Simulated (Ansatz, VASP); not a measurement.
**One calculation of Ba, two programs**

File INCAR:

```
SYSTEM = Ba
ALGO = Normal
EDIFF = 1E-6
ENCUT = 520
GGA = PE
ISIF = 2
ISMEAR = -1
LASPH = .True.
LCHARG = .False.
LREAL = .False.
LWAVE = .False.
NBANDS = 22
NELM = 60
PREC = Accurate
SIGMA = 0.1
```

File KPOINTS:

```
k-points
0
Gamma
  7 7 10
  0 0 0
```

File POSCAR:

```
Ba
1.0
    7.4771974364      0.0000000000      0.0000000000
   -3.7385987182      6.4754429290      0.0000000000
    0.0000000000      0.0000000000      4.4408076901
Ba
3
Direct
    1.0000000000      1.0000000000      0.0000000000
    0.3333333333      0.6666666667      0.5000000000
    0.6666666667      0.3333333333      0.5000000000
```

Input for Ansatz:

```yaml
crystal:
  lattice:
    - [7.4771974364, 0.0, 0.0]
    - [-3.7385987182, 6.475442929, 0.0]
    - [0.0, 0.0, 4.4408076901]
  atoms:
    - { symbol: Ba, position: [1.0, 1.0, 0.0] }
    - { symbol: Ba, position: [0.3333333333, 0.6666666667, 0.5] }
    - { symbol: Ba, position: [0.6666666667, 0.3333333333, 0.5] }
hamiltonian:
  xc: pbe
  pseudopotentials:
    kind: paw
    azcp:
      Ba: "pseudopotentials/Ba.paw.azcp"
basis:
  ecutwfc: 420
  fft_grid_basis: typed
kpoints:
  mp_grid: { grid: [7, 7, 10], shift: [0, 0, 0] }
magnetization:
  spin_polarized: false
scf:
  occupations: { method: fermi_dirac, width: 0.1 }
output:
  stress: true
```

Alike in both runs: task single point; functional PBE; k mesh 7 × 7 × 10; occupations fermi-dirac, width 0.1 eV; no spin polarisation.

|  | VASP | Ansatz |
| --- | --- | --- |
| version | VASP 6.6.1 | Ansatz 0.2.0 |
| potentials or method | VASP PAW PBE potentials, release 64 (Ba_sv), cutoff 520 eV | plane waves (420 eV) with PAW, scalar-relativistic |
| valence electrons in the cell | 30 | 30 |

|  | VASP | Ansatz | Ansatz less VASP |
| --- | --- | --- | --- |
| pressure (GPa) | -0.8 | -0.8 | -0.03 |
| traceless stress, the component that is largest in VASP (GPa) | 0.05 | 0.05 | +0.001 |

The functional is the same, so the differences come from potentials, cutoffs and numerics.

Spin-orbit coupling is off throughout.
